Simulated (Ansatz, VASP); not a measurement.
# ZnO: VASP beside Ansatz

INCAR

```
SYSTEM = ZnO
PREC = Accurate ; ENCUT = 520
EDIFF = 1E-6 ; ISMEAR = 0
SIGMA = 0.01 ; LREAL = .FALSE.
LASPH = .TRUE. ; NELM = 60
ALGO = Normal ; ISIF = 2
LWAVE = .FALSE. ; LCHARG = .FALSE.
GGA = PE ; NBANDS = 26
```

KPOINTS

```
regular mesh
0
G
  9 9 6
  0 0 0
```

POSCAR

```
ZnO
1.0
    3.2494000000      0.0000000000      0.0000000000
   -1.6247000000      2.8140629471      0.0000000000
    0.0000000000      0.0000000000      5.2038000000
Zn O
2 2
Direct
    0.3333333333      0.6666666667      0.0000000000
    0.6666666667      0.3333333333      0.5000000000
    0.3333333333      0.6666666667      0.3821000000
    0.6666666667      0.3333333333      0.8821000000
```

Input for Ansatz:

```yaml
crystal:
  lattice:
    - [3.2494, 0.0, 0.0]
    - [-1.6247, 2.8140629471, 0.0]
    - [0.0, 0.0, 5.2038]
  atoms:
    - { symbol: Zn, position: [0.3333333333, 0.6666666667, 0.0] }
    - { symbol: Zn, position: [0.6666666667, 0.3333333333, 0.5] }
    - { symbol: O, position: [0.3333333333, 0.6666666667, 0.3821] }
    - { symbol: O, position: [0.6666666667, 0.3333333333, 0.8821] }
scf:
  occupations: { method: fixed }
output:
  eigenstates:
    kpoints:
      - [0, 0, 0]
      - [0.01, 0, 0]
      - [0.02, 0, 0]
      - [0.03, 0, 0]
      - [0.04, 0, 0]
      - [0.05, 0, 0]
      - [0.06, 0, 0]
      - [0.07, 0, 0]
      - [0.08, 0, 0]
      - [0.09, 0, 0]
      - [0.1, 0, 0]
      - [0.12, 0, 0]
      - [0.14, 0, 0]
      - [0.16, 0, 0]
      - [0.2, 0, 0]
      - [0.006667, 0.006667, 0]
      - [0.013333, 0.013333, 0]
      - [0.02, 0.02, 0]
      - [0.026667, 0.026667, 0]
      - [0.033333, 0.033333, 0]
      - [0.04, 0.04, 0]
      - [0.046667, 0.046667, 0]
      - [0.053333, 0.053333, 0]
      - [0.06, 0.06, 0]
      - [0.066667, 0.066667, 0]
      - [0.08, 0.08, 0]
      - [0.093333, 0.093333, 0]
      - [0.106667, 0.106667, 0]
      - [0.133333, 0.133333, 0]
      - [0, 0, 0.01]
      - [0, 0, 0.02]
      - [0, 0, 0.03]
      - [0, 0, 0.04]
      - [0, 0, 0.05]
      - [0, 0, 0.06]
      - [0, 0, 0.07]
      - [0, 0, 0.08]
      - [0, 0, 0.09]
      - [0, 0, 0.1]
      - [0, 0, 0.12]
      - [0, 0, 0.14]
      - [0, 0, 0.16]
      - [0, 0, 0.2]
    top_band: c2
hamiltonian:
  xc: pbe
kpoints:
  mp_grid: { grid: [9, 9, 6] }
```

Alike in both runs: task single point; functional PBE; k mesh 9 × 9 × 6; no spin polarisation.

```csv
,VASP,Ansatz
version,VASP 6.6.1,Ansatz 0.2.0
potentials or method,"VASP PAW PBE potentials, release 64 (Zn, O)","scalar-relativistic, plane waves, PAW"
plane-wave cutoff (eV),520,420
occupations,"gaussian, width 0.01 eV",fixed
valence electrons in the cell,36,36
```

Ansatz gave:

* gap on the k mesh at the Fermi level (eV): 0.80
* least direct gap on the mesh (eV): 0.80

Q: What did VASP give for the same quantities?

A: gap on the k mesh at the Fermi level (eV): 0.79; least direct gap on the mesh (eV): 0.79.
